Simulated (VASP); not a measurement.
# Te2Mo (P-6m2) in VASP: further runs

The runs below take Te2Mo through relaxation of shape and atoms at fixed volume, relaxation of cell and atoms, with PBE+D3(BJ).

All numbers are computed with VASP 6.6.1; they aren't measurements. Logs are shortened: lines on timing, memory, paths and dates and some standing lists are left out, and cuts for length are marked.

### 1 The cell of the first run

Symmetry: P-6m2, No. 187, hexagonal system. The conventional cell has a = 3.407 Å, b = 3.407 Å, c = 7.300 Å, α = 90.00°, β = 90.00°, γ = 120.00°. Within 3.5 Å of Te (site symmetry 3m) lie 3 Mo at 2.67 Å and 6 Te at 3.41 Å. Within 3.5 Å of Mo (site symmetry -6m2) lie 6 Te at 2.67 Å and 6 Mo at 3.41 Å.

### 2 Relaxation of shape and atoms at fixed volume, PBE+D3(BJ) (volume scaled by 0.91)

File INCAR:

```
PREC = Accurate ; ENCUT = 600
EDIFF = 1E-6 ; ISMEAR = 0
SIGMA = 0.02 ; LREAL = F
LASPH = T ; NELM = 100
ALGO = Normal ; ISIF = 4
LWAVE = F ; LCHARG = F
GGA = PE ; IVDW = 12
IBRION = 2 ; NSW = 50
EDIFFG = -0.01
```

File KPOINTS:

```
regular mesh
0
Gamma
  9 9 4
```

File POSCAR:

```
Te2Mo
1.0
    3.4073902073      0.0000000000      0.0000000000
   -1.7036951037      2.9508864801      0.0000000000
    0.0000000000      0.0000000000      7.2999247156
Te Mo
2 1
Direct
    0.3333333333      0.6666666667      0.7523116185
    0.3333333333      0.6666666667      0.2476883815
    0.0000000000      0.0000000000      0.0000000000
```

Potentials or basis: VASP PAW PBE potentials, release 64 (Te, Mo_sv).

Command:

```
$ cat potpaw_PBE.64/Te/POTCAR potpaw_PBE.64/Mo_sv/POTCAR > POTCAR
$ mpirun -np 1 vasp_std > vasp.out
```

OUTCAR:

```text
PREC = Accurate
   ENCUT = 600
   EDIFF = 1E-6
   ISMEAR = 0
   LREAL = F
   LASPH = T
   NELM = 100
   ISIF = 4
   GGA = PE
   IVDW = 12
   IBRION = 2
   NSW = 50
   EDIFFG = -0.01
 IVDW          = 12

 ion  position               nearest neighbor table
   1  0.333  0.667  0.752-   3 2.67   3 2.67   3 2.67   2 3.62   2 3.68
   2  0.333  0.667  0.248-   3 2.67   3 2.67   3 2.67   1 3.62   1 3.68
   3  0.000  0.000  0.000-   1 2.67   2 2.67   1 2.67   2 2.67   1 2.67   2 2.67

  LATTYP: Found a hexagonal cell.
 ALAT       =     3.4073902073
 C/A-ratio  =     2.1423800244

  Lattice vectors:

 A1 = (   3.4073902073,   0.0000000000,   0.0000000000)
 A2 = (  -1.7036951037,   2.9508864801,   0.0000000000)
 A3 = (   0.0000000000,   0.0000000000,   7.2999247156)

Analysis of symmetry for initial positions (statically):
=====================================================================
 Subroutine PRICEL returns:
 Original cell was already a primitive cell.

 Routine SETGRP: Setting up the symmetry group for a
 hexagonal supercell.

 Subroutine GETGRP returns: Found 12 space group operations
 (whereof 12 operations were pure point group operations)
 out of a pool of 24 trial point group operations.

The static configuration has the point symmetry D_3h.

Analysis of symmetry for dynamics (positions and initial velocities):
=====================================================================
 Subroutine PRICEL returns:
 Original cell was already a primitive cell.

 Routine SETGRP: Setting up the symmetry group for a
 hexagonal supercell.

 Subroutine GETGRP returns: Found 12 space group operations
 (whereof 12 operations were pure point group operations)
 out of a pool of 24 trial point group operations.

The dynamic configuration has the point symmetry D_3h.

 Subroutine INISYM returns: Found 12 space group operations
 (whereof 12 operations are pure point group operations),
 and found     1 'primitive' translations

----------------------------------------------------------------------------------------

                                     Primitive cell

  volume of cell :      73.3994

  direct lattice vectors                    reciprocal lattice vectors
     3.407390207  0.000000000  0.000000000     0.293479742  0.169440608  0.000000000
    -1.703695104  2.950886480  0.000000000     0.000000000  0.338881216  0.000000000
     0.000000000  0.000000000  7.299924716     0.000000000  0.000000000  0.136987714

  length of vectors
     3.407390207  3.407390207  7.299924716     0.338881216  0.338881216  0.136987714

  position of ions in fractional coordinates (direct lattice)
     0.333333333  0.666666667  0.752311619
     0.333333333  0.666666667  0.247688381
     0.000000000  0.000000000  0.000000000

  ion indices of the primitive-cell ions
   primitive index   ion index
                 1           1
                 2           2
                 3           3

----------------------------------------------------------------------------------------

 KPOINTS: regular mesh

Automatic generation of k-mesh.
 Grid dimensions read from file:
 generate k-points for:    9    9    4

 Generating k-lattice:

  Cartesian coordinates                     Fractional coordinates (reciprocal lattice)
     0.032608860  0.018826734  0.000000000     0.111111111  0.000000000  0.000000000
     0.000000000  0.037653468  0.000000000     0.000000000  0.111111111  0.000000000
     0.000000000  0.000000000  0.034246929     0.000000000  0.000000000  0.250000000

  Length of vectors
     0.037653468  0.037653468  0.034246929

  Shift w.r.t. Gamma in fractional coordinates (k-lattice)
     0.000000000  0.000000000  0.000000000

 Subroutine IBZKPT returns following result:
 ===========================================

 Found     36 irreducible k-points:

 Following reciprocal coordinates:
            Coordinates               Weight
  0.000000  0.000000  0.000000      1.000000
  0.111111 -0.000000  0.000000      6.000000
  0.222222  0.000000  0.000000      6.000000
  0.333333  0.000000  0.000000      6.000000
  0.444444  0.000000  0.000000      6.000000
  0.111111  0.111111  0.000000      6.000000
[... 16 lines left out ...]
  0.333333  0.222222  0.250000     24.000000
  0.333333  0.333333  0.250000      4.000000
 [... further k-points ...]
   k-points           NKPTS =     36   k-points in BZ     NKDIM =     36   number of bands    NBANDS=     17
   number of dos      NEDOS =    301   number of ions     NIONS =      3
   total plane-waves  NPLWV =  47040
   dimension x,y,z NGX =    28 NGY =   28 NGZ =   60
   dimension x,y,z NGXF=    56 NGYF=   56 NGZF=  120
   ions per type =               2   1
   NGX,Y,Z   is equivalent  to a cutoff of  13.66, 13.66, 13.66 a.u.
   NGXF,Y,Z  is equivalent  to a cutoff of  27.32, 27.32, 27.33 a.u.
 SYSTEM =  unknown system
   PREC   = accura    normal or accurate (medium, high low for compatibility)
   ISTART =      0    job   : 0-new  1-cont  2-samecut
   ICHARG =      2    charge: 1-file 2-atom 10-const
   ISPIN  =      1    spin polarized calculation?
   LNONCOLLINEAR =      F non collinear calculations
   LSORBIT =      F    spin-orbit coupling
   LASPH  =      T    aspherical Exc in radial PAW
   ENCUT  =  600.0 eV  44.10 Ry    6.64 a.u.   6.81  6.81 14.58*2*pi/ulx,y,z
   NELM   =    100;   NELMIN=  2; NELMDL= -5     # of ELM steps
   EDIFF  = 0.1E-05   stopping-criterion for ELM
   LREAL  =      F    real-space projection
   EDIFFG = -.1E-01   stopping-criterion for IOM
   NSW    =     50    number of steps for IOM
   IBRION =      2    ionic relax: 0-MD 1-quasi-New 2-CG
   NFREE  =      1    steps in history (QN), initial steepest desc. (CG)
   ISIF   =      4    stress and relaxation
   ISYM   =      2    0-nonsym 1-usesym 2-fastsym
   POTIM  = 0.5000    time-step for ionic-motion
   TEBEG  =    0.0;   TEEND  =   0.0 temperature during run
   PSTRESS=    0.0 pullay stress
   NELECT =      26.0000    total number of electrons
   NUPDOWN=      -1.0000    fix difference up-down
   EMIN   =  10.00;   EMAX   =-10.00  energy-range for DOS
   EFERMI =   0.00;   METHOD = LEGACY
   ISMEAR =     0;   SIGMA  =   0.02  broadening in eV -4-tet -1-fermi 0-gaus
   EFERMI_NEDOS =   21; number of points for ismear=-14 and -15
   IALGO  =     38    algorithm
   IMIX   =      4    mixing-type and parameters
     AMIX     =   0.40;   BMIX     =  1.00
     AMIX_MAG =   1.60;   BMIX_MAG =  1.00
  volume/ion in A,a.u.               =      24.47       165.11
  Fermi-wavevector in a.u.,A,eV,Ry     =   1.158337  2.188940 18.255552  1.341745
  Thomas-Fermi vector in A             =   2.294940
   LORBIT       =      0    0 simple, 1 ext, 2 COOP (PROOUT), +10 PAW based schemes
   GGA     = PE    functional components
   LHFCALC =     F    Hartree Fock is set to
   AEXX    =    0.0000 exact exchange contribution
   IVDW    =    12    specifies the selected vdW correction
   LEPSILON=     F    determine dielectric tensor
   LRPA    =     F    only Hartree local field effects (RPA)
 conjugate gradient relaxation of ions
 non-spin polarized calculation
 Gauss-broadening in eV      SIGMA  =   0.02
  energy-cutoff  :      600.00
  volume of cell :       73.40
 maximum number of plane-waves:      2469
 NGX is ok and might be reduce to    28
   NGX = 13   NGY = 13   NGZ = 29

--------------------------------------- Ionic step        1  -------------------------------------------

 number of electron      25.9999999 magnetization

 Free energy of the ion-electron system (eV)
  ---------------------------------------------------
  ext. energy  EPLUGINS =         0.00000000
  ---------------------------------------------------
  free energy    TOTEN  =       -17.70157483 eV

  energy without entropy =      -17.70157483  energy(sigma->0) =      -17.70157483

------------------------ aborting loop because EDIFF is reached ----------------------------------------

 Edisp (eV)   -1.64355

 E8    (eV) :    -0.7573

  FORCE on cell =-STRESS in cart. coord.  units (eV):
  Direction    XX          YY          ZZ          XY          YZ          ZX
  --------------------------------------------------------------------------------------
  -------------------------------------------------------------------------------------
  Total       2.82655     2.82655     3.42075    -0.00000     0.00000     0.00000
  in kB      61.69858    61.69858    74.66878    -0.00000     0.00000     0.00000
  external pressure =       66.02 kB  Pullay stress =        0.00 kB
[... 145 lines left out ...]
  energy  without entropy=      -19.3585695518  energy(sigma->0) =      -19.35856955

--------------------------------------- Ionic step        5  -------------------------------------------

 number of electron      25.9999999 magnetization

 Free energy of the ion-electron system (eV)
  ---------------------------------------------------
  ext. energy  EPLUGINS =         0.00000000
  ---------------------------------------------------
  free energy    TOTEN  =       -17.71622056 eV

  energy without entropy =      -17.71622056  energy(sigma->0) =      -17.71622056

 E-fermi :   8.6357     XC(G=0): -10.4512

 val. band max:        8.4009451684   @ k =   0.3333   0.3333   0.5000
 cond. band min:       9.1686895775   @ k =   0.2222   0.2222   0.0000
 fundamental gap:      0.7677444091
 Fermi energy:         8.6357370668

 k-point     1 :       0.0000    0.0000    0.0000
  band No.  band energies     occupation
      1     -52.2475      2.00000
      2     -26.4908      2.00000
      3     -26.2573      2.00000
      4     -26.2573      2.00000
      5      -4.8790      2.00000
      6      -3.6677      2.00000
[... 9 lines left out ...]
     16      11.9730      0.00000
     17      11.9730      0.00000
[... 443 lines left out ...]
      1     -52.2305      2.00000
      2     -26.4453      2.00000
      3     -26.3936      2.00000
      4     -26.3730      2.00000
      5      -2.0428      2.00000
      6      -1.7729      2.00000
[... 9 lines left out ...]
     16      11.0787      0.00000
     17      12.9671      0.00000

 [... further k-points ...]

------------------------ aborting loop because EDIFF is reached ----------------------------------------

 Edisp (eV)   -1.64276

 E8    (eV) :    -0.7568

  FORCE on cell =-STRESS in cart. coord.  units (eV):
  Direction    XX          YY          ZZ          XY          YZ          ZX
  --------------------------------------------------------------------------------------
  -------------------------------------------------------------------------------------
  Total       2.20196     2.20196     2.19353    -0.00000    -0.00000     0.00000
  in kB      48.06489    48.06489    47.88083    -0.00000    -0.00000     0.00000
  external pressure =       48.00 kB  Pullay stress =        0.00 kB
[... 18 lines left out ...]
  FREE ENERGIE OF THE ION-ELECTRON SYSTEM (eV)
  ---------------------------------------------------
  free  energy   TOTEN  =       -19.3589823560 eV

  energy  without entropy=      -19.3589823560  energy(sigma->0) =      -19.35898236

 reached required accuracy - stopping structural energy minimisation
```

Run time: 2.6 min. Hardware: 1 thread of Intel Xeon Platinum 8259CL at 2.50GHz (Skylake/Cascade Lake), shared host; peak memory 0.25 GiB.

What came out:

```
Free energy                  : -19.3590 eV
Energy gained by relaxing    : 4.6 meV/atom
Ionic steps                  : 5
Pressure after relaxing      : 4.8 GPa
Largest force after relaxing : 0.009 eV/Å
Band gap on the k mesh       : 0.77 eV, indirect (least direct gap 1.16 eV)
Dispersion energy per atom   : -0.548 eV
```

Forces on the atoms (eV/Å):
```
Te   0.000  0.000 -0.009
Te   0.000  0.000  0.009
Mo   0.000  0.000  0.000
```

Step by step:
```
step  energy change (eV)  largest force (eV/Å)  pressure (GPa)  volume (Å³)
   1              0.0000                0.4838            6.60        73.40
   2             -0.0115                0.0129            4.89        73.40
   3             -0.0116                0.0624            5.09        73.40
   4             -0.0134                0.0310            4.92        73.40
   5             -0.0139                0.0090            4.80        73.40
```

Final structure:
```
Te Mo
1.0
     3.40943    0.00000    0.00000
    -1.70472    2.95265    0.00000
     0.00000    0.00000    7.29119
Te Mo
2 1
Direct
  0.33333 0.66667 0.74831
  0.33333 0.66667 0.25169
  0.00000 0.00000 0.00000
```

Levels at points of the mesh, in eV from the valence-band top:
| k point | band 9 | band 10 | band 11 | band 12 | band 13 | band 14 | band 15 | band 16 | band 17 |
| --- | --- | --- | --- | --- | --- | --- | --- | --- | --- |
| (0.00, 0.00, 0.00) | -1.59 | -1.36 | -0.92 | -0.77 | -0.77 | 3.56 | 3.56 | 3.57 | 3.57 |
| (0.00, 0.00, 0.50) | -1.58 | -1.58 | -0.79 | -0.79 | -0.29 | 3.31 | 3.31 | 3.86 | 3.86 |

Caveat: the cell differs from its parent crystal (volume scaled by 0.91); spin-orbit coupling is left out, which moves the levels of the heavy elements.

### 3 Relaxation of shape and atoms at fixed volume, PBE+D3(BJ) (volume scaled by 0.94)

File INCAR:

```
ALGO = Normal ; EDIFF = 1E-6
EDIFFG = -0.01 ; ENCUT = 600
GGA = PE ; IBRION = 2
ISIF = 4 ; ISMEAR = 0
IVDW = 12 ; LASPH = True
LCHARG = False ; LREAL = False
LWAVE = False ; NELM = 100
NSW = 50 ; PREC = Accurate
SIGMA = 0.02
```

File KPOINTS:

```
k-points
0
Gamma
  9 9 4
```

File POSCAR:

```
Te2Mo
1.0
    3.4356405704      0.0000000000      0.0000000000
   -1.7178202852      2.9753520122      0.0000000000
    0.0000000000      0.0000000000      7.4170830056
Te Mo
2 1
Direct
    0.3333333333      0.6666666667      0.7567261114
    0.3333333333      0.6666666667      0.2432738886
    0.0000000000      0.0000000000      0.0000000000
```

Potentials or basis: VASP PAW PBE potentials, release 64 (Te, Mo_sv).

Command:

```
$ cat potpaw_PBE.64/Te/POTCAR potpaw_PBE.64/Mo_sv/POTCAR > POTCAR
$ mpirun -np 1 vasp_std > vasp.out
```

It took 3.4 min on 1 thread of Intel Xeon Platinum 8259CL at 2.50GHz (Skylake/Cascade Lake), shared host; peak memory 0.25 GiB.

The run converged. Its results:

| Quantity | Value |
| --- | --- |
| Free energy | -19.4155 eV |
| Energy gained by relaxing | 4.7 meV/atom |
| Ionic steps | 5 |
| Pressure after relaxing | 2.8 GPa |
| Largest force after relaxing | 0.008 eV/Å |
| Band gap on the k mesh | 0.84 eV, indirect (least direct gap 1.27 eV) |
| Dispersion energy per atom | -0.530 eV |

Forces on the atoms (eV/Å):
```
Te   0.000  0.000 -0.008
Te   0.000  0.000  0.008
Mo   0.000  0.000  0.000
```

Step by step:
| step | energy change (eV) | largest force (eV/Å) | pressure (GPa) | volume (Å³) |
| --- | --- | --- | --- | --- |
| 1 | 0.0000 | 0.4671 | 4.58 | 75.82 |
| 2 | -0.0110 | 0.0376 | 3.03 | 75.82 |
| 3 | -0.0111 | 0.0604 | 3.12 | 75.82 |
| 4 | -0.0134 | 0.0327 | 2.92 | 75.82 |
| 5 | -0.0141 | 0.0081 | 2.75 | 75.82 |

Final structure:
```
CELL_PARAMETERS angstrom
3.44235 0.00000 0.00000
-1.72118 2.98117 0.00000
0.00000 0.00000 7.38818
ATOMIC_POSITIONS crystal
Te 0.33333 0.66667 0.75240
Te 0.33333 0.66667 0.24760
Mo 0.00000 0.00000 0.00000
```

Levels at points of the mesh, in eV from the valence-band top:
| k point | band 9 | band 10 | band 11 | band 12 | band 13 | band 14 | band 15 | band 16 | band 17 |
| --- | --- | --- | --- | --- | --- | --- | --- | --- | --- |
| (0.00, 0.00, 0.00) | -1.62 | -1.22 | -0.95 | -0.81 | -0.81 | 3.43 | 3.43 | 3.49 | 3.49 |
| (0.00, 0.00, 0.50) | -1.60 | -1.60 | -0.83 | -0.83 | -0.26 | 3.22 | 3.22 | 3.72 | 3.72 |

Caveat: the cell differs from its parent crystal (volume scaled by 0.94); spin-orbit coupling is left out, which moves the levels of the heavy elements.

### 4 Relaxation of shape and atoms at fixed volume, PBE+D3(BJ) (volume scaled by 0.97)

File INCAR:

```
SYSTEM = Te2Mo
PREC = Accurate ; ENCUT = 600
EDIFF = 1E-6 ; ISMEAR = 0
SIGMA = 0.02 ; LREAL = .FALSE.
LASPH = .TRUE. ; NELM = 80
ALGO = Normal ; ISIF = 4
LWAVE = .FALSE. ; LCHARG = .FALSE.
GGA = PE ; IVDW = 12
IBRION = 2 ; NSW = 50
EDIFFG = -0.01
```

File KPOINTS:

```
regular mesh
0
G
  9 9 4
  0 0 0
```

File POSCAR:

```
Te2Mo
1.0
    3.4598716654      0.0000000000      0.0000000000
   -1.7299358327      2.9963367560      0.0000000000
    0.0000000000      0.0000000000      7.5469675881
Te Mo
2 1
Direct
    0.3333333333      0.6666666667      0.7613983567
    0.3333333333      0.6666666667      0.2386016433
    0.0000000000      0.0000000000      0.0000000000
```

Command:

```
$ cat potpaw_PBE.64/Te/POTCAR potpaw_PBE.64/Mo_sv/POTCAR > POTCAR
$ mpirun -np 1 vasp_std > vasp.out
```

Run time: 3 min. Hardware: 1 thread of Intel Xeon Platinum 8259CL at 2.50GHz (Skylake/Cascade Lake), shared host; peak memory 0.25 GiB.

It converged, with:

| Item | Value |
| --- | --- |
| Free energy | -19.4445 eV |
| Energy gained by relaxing | 4.8 meV/atom |
| Ionic steps | 5 |
| Pressure after relaxing | 1.1 GPa |
| Band gap on the k mesh | 0.91 eV, indirect (least direct gap 1.23 eV) |
| Dispersion energy per atom | -0.514 eV |

Forces in eV/Å, atoms in the order of the input:
```
Te   0.000  0.000 -0.003
Te   0.000  0.000  0.003
Mo   0.000  0.000  0.000
```

The path:
```csv
step,energy change (eV),largest force (eV/Å),pressure (GPa),volume (Å³)
1,0.0000,0.4533,3.05,78.24
2,-0.0106,0.0520,1.61,78.24
3,-0.0106,0.0598,1.62,78.24
4,-0.0134,0.0333,1.40,78.24
5,-0.0145,0.0029,1.14,78.24
```

Final structure:
```
Te Mo
1.0
     3.47097    0.00000    0.00000
    -1.73549    3.00595    0.00000
     0.00000    0.00000    7.49877
Te Mo
2 1
Direct
  0.33333 0.66667 0.75670
  0.33333 0.66667 0.24330
  0.00000 0.00000 0.00000
```

Levels at points of the mesh, in eV from the valence-band top:
| k point | band 9 | band 10 | band 11 | band 12 | band 13 | band 14 | band 15 | band 16 | band 17 |
| --- | --- | --- | --- | --- | --- | --- | --- | --- | --- |
| (0.00, 0.00, 0.00) | -1.63 | -1.10 | -0.99 | -0.83 | -0.83 | 3.32 | 3.32 | 3.42 | 3.42 |
| (0.00, 0.00, 0.50) | -1.62 | -1.62 | -0.85 | -0.85 | -0.24 | 3.16 | 3.16 | 3.61 | 3.61 |

Caveat: the cell differs from its parent crystal (volume scaled by 0.97); spin-orbit coupling is left out, which moves the levels of the heavy elements. A k mesh can miss the band edges.

[end of part 1 of 2]
